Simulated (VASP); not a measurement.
Wanted: the native input for a VASP 6.6.1 run.

```
Task                   : single point
Functional             : PBEsol
Potentials or basis    : VASP PAW PBE potentials, release 64 (Ni, Ge_d)
Cutoff                 : 520 eV
k mesh                 : 8 × 12 × 8
Occupations            : gaussian, width 0.15 eV
Spin                   : no spin polarisation
Dipole correction      : no
Further INCAR settings : ALGO = Fast; EDIFF = 1e-06; NBANDS = 58
```

The structure of NiGe lies in POSCAR:

```
NiGe
1.0
    5.3107947876      0.0000000000      0.0000000000
    0.0000000000      3.4400167648      0.0000000000
    0.0000000000      0.0000000000      5.7392574988
Ni Ge
4 4
Direct
    0.9953402305      0.7500000000      0.1888713156
    0.0093671629      0.2500000000      0.8111286844
    0.5093671629      0.2500000000      0.6888713156
    0.4953402305      0.7500000000      0.3111286844
    0.8116425502      0.7500000000      0.5883967035
    0.1883574498      0.2500000000      0.4116032965
    0.6883574498      0.2500000000      0.0883967035
    0.3116425502      0.7500000000      0.9116032965
```

This cell differs from its parent crystal: all Ni atoms moved +0.013 Å, as atom 1 along Cartesian [1 0 0].

The input as run:

INCAR

```
PREC     = Accurate       # precision mode
ENCUT    = 520            # plane-wave cutoff, eV
EDIFF    = 1E-6           # SCF threshold, eV
ISMEAR   = 0              # smearing method
SIGMA    = 0.15           # smearing width, eV
LREAL    = False          # projectors in reciprocal space
LASPH    = True           # aspherical terms in the spheres
NELM     = 60             # most SCF steps
ALGO     = Fast           # electronic algorithm
ISIF     = 2              # what is computed and relaxed
LWAVE    = False          # write WAVECAR
LCHARG   = True           # write CHGCAR
GGA      = PS             # functional
LELF     = True           # ELF
LVHAR    = True         
NBANDS   = 58             # bands
```

KPOINTS

```
Automatic mesh
0
Gamma
  8 12 8
```

Potentials or basis: VASP PAW PBE potentials, release 64 (Ni, Ge_d).

Run with:

```console
$ cat potpaw_PBE.64/Ni/POTCAR potpaw_PBE.64/Ge_d/POTCAR > POTCAR
$ mpirun -np 1 vasp_std > vasp.out
```

It gave:

* Pressure: 0.2 GPa
* Largest force: 0.106 eV/Å
* Band gap on the k mesh: zero (bands 48 and 49 overlap by 1.74 eV)

Caveat: the cell differs from its parent crystal (all Ni atoms moved +0.013 Å, as atom 1 along Cartesian [1 0 0]); the PAW data sets were made with another functional, which shifts forces and pressure a little.

It took 33 min on 1 thread of Oxide Virtual Turin-like Processor, on a shared host, peak memory 0.77 GiB.
